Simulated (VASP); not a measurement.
# PbS (Fm-3m) in VASP: further runs

The runs below take PbS through single point, with r2SCAN-based global hybrid with 25 % exact exchange, r2SCAN-based global hybrid with 35 % exact exchange, PBE-based screened hybrid with 25 % exact exchange.

Everything below comes from runs of VASP 6.6.1. Logs are shortened: lines on timing, memory, paths and dates and some standing lists are left out, and cuts for length are marked.

## Step 1: The cell of the first run

Symmetry: Fm-3m, No. 225, cubic system. Conventional cell: a = 5.931 Å, b = 5.931 Å, c = 5.931 Å, α = 90.00°, β = 90.00°, γ = 90.00°. Within 3.9 Å of Pb (site symmetry m-3m) lie 6 S at 2.97 Å. Within 3.9 Å of S (site symmetry m-3m) lie 6 Pb at 2.97 Å.

## Step 2: Single point, r2SCAN-based global hybrid with 25 % exact exchange

POSCAR

```
PbS
1.0
    0.0000000000      2.9657500000      2.9657500000
    2.9657500000      0.0000000000      2.9657500000
    2.9657500000      2.9657500000      0.0000000000
Pb S
1 1
Direct
    0.0000000000      0.0000000000      0.0000000000
    0.5000000000      0.5000000000      0.5000000000
```

INCAR.step1

```
PREC = Accurate
ENCUT = 520
EDIFF = 1E-5
ISMEAR = -1
SIGMA = 0.05
LREAL = False
LASPH = True
NELM = 60
ALGO = Normal
ISIF = 2
LWAVE = True
NBANDS = 17
GGA = PE
```

INCAR.step2

```
PREC = Accurate
ENCUT = 520
EDIFF = 1E-6
ISMEAR = -1
SIGMA = 0.05
LREAL = False
LASPH = True
NELM = 60
ALGO = Normal
ISIF = 2
LWAVE = False
LCHARG = True
METAGGA = R2SCAN
LHFCALC = True
AEXX = 0.25
LMIXTAU = True
PRECFOCK = Normal
LELF = True
LVHAR = True
NBANDS = 17
ISTART = 1
```

KPOINTS

```
Automatic mesh
0
Gamma
  5 5 5
```

Potentials or basis: VASP PAW PBE potentials, release 64 (Pb_d, S).

Started as:

```console
> cat potpaw_PBE.64/Pb_d/POTCAR potpaw_PBE.64/S/POTCAR > POTCAR
> cp INCAR.step1 INCAR
> mpirun -np 1 vasp_std > vasp.out
> cp INCAR.step2 INCAR
> mpirun -np 1 vasp_std > vasp.out
```

OUTCAR:

```text
PREC = Accurate
   ENCUT = 520
   EDIFF = 1E-6
   ISMEAR = -1
   LREAL = False
   LASPH = True
   NELM = 60
   ISIF = 2
   METAGGA = R2SCAN
   LHFCALC = True
   AEXX = 0.25
   PRECFOCK = Normal
   ISTART = 1

 ion  position               nearest neighbor table
   1  0.000  0.000  0.000-   2 2.97   2 2.97   2 2.97   2 2.97   2 2.97   2 2.97
   2  0.500  0.500  0.500-   1 2.97   1 2.97   1 2.97   1 2.97   1 2.97   1 2.97

  LATTYP: Found a face centered cubic cell.
 ALAT       =     5.9315000000

  Lattice vectors:

 A1 = (   0.0000000000,   2.9657500000,   2.9657500000)
 A2 = (   2.9657500000,   0.0000000000,   2.9657500000)
 A3 = (   2.9657500000,   2.9657500000,   0.0000000000)

Analysis of symmetry for initial positions (statically):
=====================================================================
 Subroutine PRICEL returns:
 Original cell was already a primitive cell.

 Routine SETGRP: Setting up the symmetry group for a
 face centered cubic supercell.

 Subroutine GETGRP returns: Found 48 space group operations
 (whereof 48 operations were pure point group operations)
 out of a pool of 48 trial point group operations.

The static configuration has the point symmetry O_h .

Analysis of symmetry for dynamics (positions and initial velocities):
=====================================================================
 Subroutine PRICEL returns:
 Original cell was already a primitive cell.

 Routine SETGRP: Setting up the symmetry group for a
 face centered cubic supercell.

 Subroutine GETGRP returns: Found 48 space group operations
 (whereof 48 operations were pure point group operations)
 out of a pool of 48 trial point group operations.

The dynamic configuration has the point symmetry O_h .

 Subroutine INISYM returns: Found 48 space group operations
 (whereof 48 operations are pure point group operations),
 and found     1 'primitive' translations

----------------------------------------------------------------------------------------

                                     Primitive cell

  volume of cell :      52.1715

  direct lattice vectors                    reciprocal lattice vectors
     0.000000000  2.965750000  2.965750000    -0.168591419  0.168591419  0.168591419
     2.965750000  0.000000000  2.965750000     0.168591419 -0.168591419  0.168591419
     2.965750000  2.965750000  0.000000000     0.168591419  0.168591419 -0.168591419

  length of vectors
     4.194203873  4.194203873  4.194203873     0.292008903  0.292008903  0.292008903

  position of ions in fractional coordinates (direct lattice)
     0.000000000  0.000000000  0.000000000
     0.500000000  0.500000000  0.500000000

  ion indices of the primitive-cell ions
   primitive index   ion index
                 1           1
                 2           2

----------------------------------------------------------------------------------------

 KPOINTS: Automatic mesh

Automatic generation of k-mesh.
 Grid dimensions read from file:
 generate k-points for:    5    5    5

 Generating k-lattice:

  Cartesian coordinates                     Fractional coordinates (reciprocal lattice)
    -0.033718284  0.033718284  0.033718284     0.200000000  0.000000000  0.000000000
     0.033718284 -0.033718284  0.033718284     0.000000000  0.200000000  0.000000000
     0.033718284  0.033718284 -0.033718284     0.000000000  0.000000000  0.200000000

  Length of vectors
     0.058401781  0.058401781  0.058401781

  Shift w.r.t. Gamma in fractional coordinates (k-lattice)
     0.000000000  0.000000000  0.000000000

 Subroutine IBZKPT returns following result:
 ===========================================

 Found     10 irreducible k-points:

 Following reciprocal coordinates:
            Coordinates               Weight
  0.000000  0.000000  0.000000      1.000000
  0.200000  0.000000  0.000000      8.000000
  0.400000  0.000000  0.000000      8.000000
  0.200000  0.200000  0.000000      6.000000
  0.400000  0.200000  0.000000     24.000000
 -0.400000  0.200000  0.000000     24.000000
 -0.200000  0.200000  0.000000     12.000000
  0.400000  0.400000  0.000000      6.000000
 -0.400000  0.400000  0.000000     12.000000
 -0.400000  0.400000  0.200000     24.000000
   k-points           NKPTS =     10   k-points in BZ     NKDIM =    125   number of bands    NBANDS=     17
   number of dos      NEDOS =    301   number of ions     NIONS =      2
   total plane-waves  NPLWV =  32768
   dimension x,y,z NGX =    32 NGY =   32 NGZ =   32
   dimension x,y,z NGXF=    64 NGYF=   64 NGZF=   64
   ions per type =               1   1
   NGX,Y,Z   is equivalent  to a cutoff of  12.68, 12.68, 12.68 a.u.
   NGXF,Y,Z  is equivalent  to a cutoff of  25.37, 25.37, 25.37 a.u.
 SYSTEM =  unknown system
   PREC   = accura    normal or accurate (medium, high low for compatibility)
   ISTART =      1    job   : 0-new  1-cont  2-samecut
   ICHARG =      0    charge: 1-file 2-atom 10-const
   ISPIN  =      1    spin polarized calculation?
   LNONCOLLINEAR =      F non collinear calculations
   LSORBIT =      F    spin-orbit coupling
   LASPH  =      T    aspherical Exc in radial PAW
   ENCUT  =  520.0 eV  38.22 Ry    6.18 a.u.   7.80  7.80  7.80*2*pi/ulx,y,z
   NELM   =     60;   NELMIN=  2; NELMDL=  0     # of ELM steps
   EDIFF  = 0.1E-05   stopping-criterion for ELM
   LREAL  =      F    real-space projection
   EDIFFG = 0.1E-04   stopping-criterion for IOM
   NSW    =      0    number of steps for IOM
   IBRION =     -1    ionic relax: 0-MD 1-quasi-New 2-CG
   NFREE  =      0    steps in history (QN), initial steepest desc. (CG)
   ISIF   =      2    stress and relaxation
   ISYM   =      3    0-nonsym 1-usesym 2-fastsym
   POTIM  = 0.5000    time-step for ionic-motion
   TEBEG  =    0.0;   TEEND  =   0.0 temperature during run
   PSTRESS=    0.0 pullay stress
   NELECT =      20.0000    total number of electrons
   NUPDOWN=      -1.0000    fix difference up-down
   EMIN   =  10.00;   EMAX   =-10.00  energy-range for DOS
   EFERMI =   0.00;   METHOD = LEGACY
   ISMEAR =    -1;   SIGMA  =   0.05  broadening in eV -4-tet -1-fermi 0-gaus
   EFERMI_NEDOS =   21; number of points for ismear=-14 and -15
   IALGO  =     38    algorithm
   IMIX   =      1    mixing-type and parameters
     AMIX     =   0.40;   BMIX     =  1.00
     AMIX_MAG =   1.60;   BMIX_MAG =  1.00
  volume/ion in A,a.u.               =      26.09       176.04
  Fermi-wavevector in a.u.,A,eV,Ry     =   1.189251  2.247359 19.242973  1.414319
  Thomas-Fermi vector in A             =   2.325363
   LORBIT       =      0    0 simple, 1 ext, 2 COOP (PROOUT), +10 PAW based schemes
   METAGGA = R2SCAN    functional components
   LHFCALC =     T    Hartree Fock is set to
   PRECFOCK=normal    Normal, Fast or Accurate (Low or Medium for compatibility)
   ENCUT4O =  -1.0   cutoff for four orbital integrals eV
   NKREDX  =     1    reduce k-point grid by
   NKREDY  =     1    reduce k-point grid by
   NKREDZ  =     1    reduce k-point grid by
   AEXX    =    0.2500 exact exchange contribution
   HFSCREEN=    0.0000 screening length (either q_TF or 0.3 A-1)
   HFSCREENC=   0.0000 screening length for correlation (either q_TF or 0.3 A-1)
   ENCUTFOCK=  -1.0 apply spherical cutoff to Coloumb kernel
   IVDW    =     0    specifies the selected vdW correction
   LEPSILON=     F    determine dielectric tensor
   LRPA    =     F    only Hartree local field effects (RPA)
 non-spin polarized calculation
  energy-cutoff  :      520.00
  volume of cell :       52.17
 maximum number of plane-waves:      1422
  NGX = 24; NGY = 24; NGZ = 24

 number of electron      19.9999998 magnetization

 Free energy of the ion-electron system (eV)
  ---------------------------------------------------
  ext. energy  EPLUGINS =         0.00000000
  ---------------------------------------------------
  free energy    TOTEN  =       -54.43019187 eV

  energy without entropy =      -54.43019187  energy(sigma->0) =      -54.43019187

 E-fermi :   5.8626     XC(G=0):  -8.0126

 val. band max:        4.7917939197   @ k =   0.4000   0.0000   0.0000
 cond. band min:       7.2394529667   @ k =   0.4000   0.0000   0.0000
 fundamental gap:      2.4476590470
 Fermi energy:         5.8626043814

 k-point     1 :       0.0000    0.0000    0.0000
  band No.  band energies     occupation
      1     -13.9656      2.00000
      2     -13.9656      2.00000
      3     -13.9656      2.00000
      4     -13.9643      2.00000
      5     -13.9643      2.00000
      6     -10.4974      2.00000
[... 9 lines left out ...]
     16      13.5362      0.00000
     17      15.4149      0.00000

 k-point     2 :       0.2000    0.0000    0.0000
  band No.  band energies     occupation
      1     -13.9776      2.00000
      2     -13.9776      2.00000
      3     -13.9645      2.00000
      4     -13.9497      2.00000
      5     -13.9497      2.00000
      6     -10.1344      2.00000
[... 9 lines left out ...]
     16      14.4504      0.00000
     17      18.0646      0.00000

 k-point     3 :       0.4000    0.0000    0.0000
  band No.  band energies     occupation
      1     -13.9986      2.00000
      2     -13.9986      2.00000
      3     -13.9639      2.00000
      4     -13.9244      2.00000
      5     -13.9244      2.00000
      6      -9.3409      2.00000
[... 9 lines left out ...]
     16      16.5179      0.00000
     17      18.6465      0.00000

 k-point     4 :       0.2000    0.2000    0.0000
  band No.  band energies     occupation
      1     -14.0084      2.00000
      2     -13.9745      2.00000
      3     -13.9555      2.00000
      4     -13.9456      2.00000
      5     -13.9456      2.00000
      6      -9.9977      2.00000
[... 9 lines left out ...]
     16      16.1542      0.00000
     17      16.6495      0.00000
[... 63 lines left out ...]
      1     -14.1246      2.00000
      2     -13.9888      2.00000
      3     -13.9413      2.00000
      4     -13.9112      2.00000
      5     -13.9112      2.00000
      6      -8.8874      2.00000
[... 9 lines left out ...]
     16      19.0209      0.00000
     17      19.4150      0.00000

 k-point     9 :      -0.4000    0.4000    0.0000
  band No.  band energies     occupation
      1     -14.1172      2.00000
      2     -13.9766      2.00000
      3     -13.9541      2.00000
      4     -13.9169      2.00000
      5     -13.9103      2.00000
      6      -8.6489      2.00000
[... 9 lines left out ...]
     16      18.5164      0.00000
     17      19.8668      0.00000

 k-point    10 :      -0.4000    0.4000    0.2000
  band No.  band energies     occupation
      1     -14.0834      2.00000
      2     -13.9699      2.00000
      3     -13.9617      2.00000
      4     -13.9342      2.00000
      5     -13.9116      2.00000
      6      -8.7753      2.00000
[... 9 lines left out ...]
     16      18.8007      0.00000
     17      18.9473      0.00000

------------------------ aborting loop because EDIFF is reached ----------------------------------------

  FORCE on cell =-STRESS in cart. coord.  units (eV):
  Direction    XX          YY          ZZ          XY          YZ          ZX
  --------------------------------------------------------------------------------------
  -------------------------------------------------------------------------------------
  Total        0.1796834      0.1796834      0.1796834      0.0000000      0.0000000     -0.0000000
  in kB        5.5180413      5.5180413      5.5180413      0.0000000      0.0000000     -0.0000000
  external PRESSURE =       5.5180413 kB  Pullay stress =       0.0000000 kB

 VOLUME and BASIS-vectors are now :
 -----------------------------------------------------------------------------
  energy-cutoff  :      520.00
  volume of cell :       52.17
      direct lattice vectors                 reciprocal lattice vectors
     0.000000000  2.965750000  2.965750000    -0.168591419  0.168591419  0.168591419
     2.965750000  0.000000000  2.965750000     0.168591419 -0.168591419  0.168591419
     2.965750000  2.965750000  0.000000000     0.168591419  0.168591419 -0.168591419

 POSITION                                       TOTAL-FORCE (eV/Angst)
 -----------------------------------------------------------------------------------
      0.00000      0.00000      0.00000        -0.000000     -0.000000     -0.000000
      2.96575      2.96575      2.96575         0.000000      0.000000      0.000000
 -----------------------------------------------------------------------------------
    total drift:                               -0.000000     -0.000001      0.000000

  FREE ENERGIE OF THE ION-ELECTRON SYSTEM (eV)
  ---------------------------------------------------
  free  energy   TOTEN  =       -54.4301918701 eV

  energy  without entropy=      -54.4301918700  energy(sigma->0) =      -54.43019187
```

Run time: 7.3 min. Hardware: 1 thread of Intel Xeon 6975P-C (Granite Rapids), shared host; peak memory 0.2 GiB.

Results:

* Free energy: -54.4302 eV
* Pressure: 0.6 GPa

Levels at points of the mesh, in eV from the Fermi level:
```tsv
k point	band 7	band 8	band 9	band 10	band 11	band 12	band 13	band 14
(0.00, 0.00, 0.00)	-7.29	-3.43	-3.43	-3.43	6.24	6.24	6.24	7.67
```

Caveat: this odd mesh misses L, so gap, dielectric constants and Born charges aren't listed; the PAW data sets were made with another functional, which shifts forces and pressure a little; spin-orbit coupling is left out, which moves the levels of the heavy elements.

## Step 3: Single point, r2SCAN-based global hybrid with 35 % exact exchange

POSCAR is that of step 2.

INCAR.step1

```
SYSTEM = PbS
PREC = Accurate ; ENCUT = 520
EDIFF = 1E-5 ; ISMEAR = -1
SIGMA = 0.05 ; LREAL = .FALSE.
LASPH = .TRUE. ; NELM = 60
ALGO = Normal ; ISIF = 2
LWAVE = .TRUE. ; LCHARG = .FALSE.
NBANDS = 17 ; GGA = PE
```

INCAR.step2

```
SYSTEM = PbS
PREC = Accurate ; ENCUT = 520
EDIFF = 1E-6 ; ISMEAR = -1
SIGMA = 0.05 ; LREAL = .FALSE.
LASPH = .TRUE. ; NELM = 60
ALGO = Normal ; ISIF = 2
LWAVE = .FALSE. ; LCHARG = .FALSE.
METAGGA = R2SCAN ; LHFCALC = .TRUE.
AEXX = 0.35 ; LMIXTAU = .TRUE.
PRECFOCK = Normal ; NBANDS = 17
ISTART = 1
```

KPOINTS

```
regular mesh
0
G
  5 5 5
  0 0 0
```

Potentials or basis: VASP PAW PBE potentials, release 64 (Pb_d, S).

Started as:

```console
> cat potpaw_PBE.64/Pb_d/POTCAR potpaw_PBE.64/S/POTCAR > POTCAR
> cp INCAR.step1 INCAR
> mpirun -np 1 vasp_std > vasp.out
> cp INCAR.step2 INCAR
> mpirun -np 1 vasp_std > vasp.out
```

It took 8.7 min on 1 thread of Intel Xeon 6975P-C (Granite Rapids), shared host; peak memory 0.2 GiB.

It converged, with:

```yaml
Free_energy: -49.9740 eV
Pressure: 0.4 GPa
```

Levels at points of the mesh, in eV from the Fermi level:
```tsv
k point	band 7	band 8	band 9	band 10	band 11	band 12	band 13	band 14
(0.00, 0.00, 0.00)	-7.45	-3.57	-3.57	-3.57	6.83	6.83	6.83	8.20
```

Caveat: this odd mesh misses L, so gap, dielectric constants and Born charges aren't listed; the PAW data sets were made with another functional, which shifts forces and pressure a little; spin-orbit coupling is left out, which moves the levels of the heavy elements.

## Step 4: Single point, PBE-based screened hybrid with 25 % exact exchange

POSCAR is that of step 3.

INCAR.step1

```
SYSTEM = PbS
  PREC = Accurate
  ENCUT = 520
  EDIFF = 1E-5
  ISMEAR = -1
  SIGMA = 0.05
  LREAL = .False.
  LASPH = .True.
  NELM = 60
  ALGO = Normal
  ISIF = 2
  LWAVE = .True.
  LCHARG = .False.
  NBANDS = 17
  GGA = PE
```

INCAR.step2

```
SYSTEM = PbS
  PREC = Accurate
  ENCUT = 520
  EDIFF = 1E-6
  ISMEAR = -1
  SIGMA = 0.05
  LREAL = .False.
  LASPH = .True.
  NELM = 60
  ALGO = Normal
  ISIF = 2
  LWAVE = .False.
  LCHARG = .False.
  GGA = PE
  LHFCALC = .True.
  AEXX = 0.25
  HFSCREEN = 0.3
  PRECFOCK = Normal
  NBANDS = 17
  ISTART = 1
```

KPOINTS

```
regular mesh
0
Gamma
  4 4 4
  0 0 0
```

Started as:

```console
> cat potpaw_PBE.64/Pb_d/POTCAR potpaw_PBE.64/S/POTCAR > POTCAR
> cp INCAR.step1 INCAR
> mpirun -np 1 vasp_std > vasp.out
> cp INCAR.step2 INCAR
> mpirun -np 1 vasp_std > vasp.out
```

Wall time 6.5 min (1 thread of Intel Xeon Platinum 8259CL at 2.50GHz (Skylake/Cascade Lake), shared host); peak memory 0.28 GiB.

It converged, with:

| Quantity | Value |
| --- | --- |
| Free energy | -10.0600 eV |
| Pressure | 1.2 GPa |
| Band gap on the k mesh | 0.67 eV |

Levels at points of the mesh, in eV from the valence-band top:
```csv
k point,band 8,band 9,band 10,band 11,band 12,band 13
"(0.00, 0.00, 0.00)",-2.50,-2.50,-2.50,5.84,5.84,5.84
"(0.50, 0.00, 0.00)",-2.11,-2.11,0.00,0.67,2.33,2.33
"(0.50, 0.50, 0.00)",-5.75,-3.87,-3.87,4.21,6.26,6.37
```

Caveat: the k points lie up to 0.46 Å⁻¹ apart; the PAW data sets were made with another functional, which shifts forces and pressure a little; spin-orbit coupling is left out, which moves the levels of the heavy elements. A k mesh can miss the band edges.

## Step 5: Summary

```csv
level,k mesh,share of exact exchange,screening parameter,pressure (GPa)
r2SCAN-based global hybrid with 25 % exact exchange,5 × 5 × 5,0.25,-,0.6
r2SCAN-based global hybrid with 35 % exact exchange,5 × 5 × 5,0.35,-,0.4
PBE-based screened hybrid with 25 % exact exchange,4 × 4 × 4,0.25,0.3 1/Å,1.2
```

Alike in all rows: task single point; potentials or basis VASP PAW PBE potentials, release 64 (Pb_d, S); no spin polarisation; cell as given; cutoff (eV) 520; smearing fermi-dirac 0.05 eV.

Caveats: some runs use coarse meshes; the PAW data sets were made with another functional, which shifts forces and pressure a little; spin-orbit coupling is left out, which moves the levels of the heavy elements.

Total energies depend on the potentials used, so only differences within one code and one set of settings carry meaning.
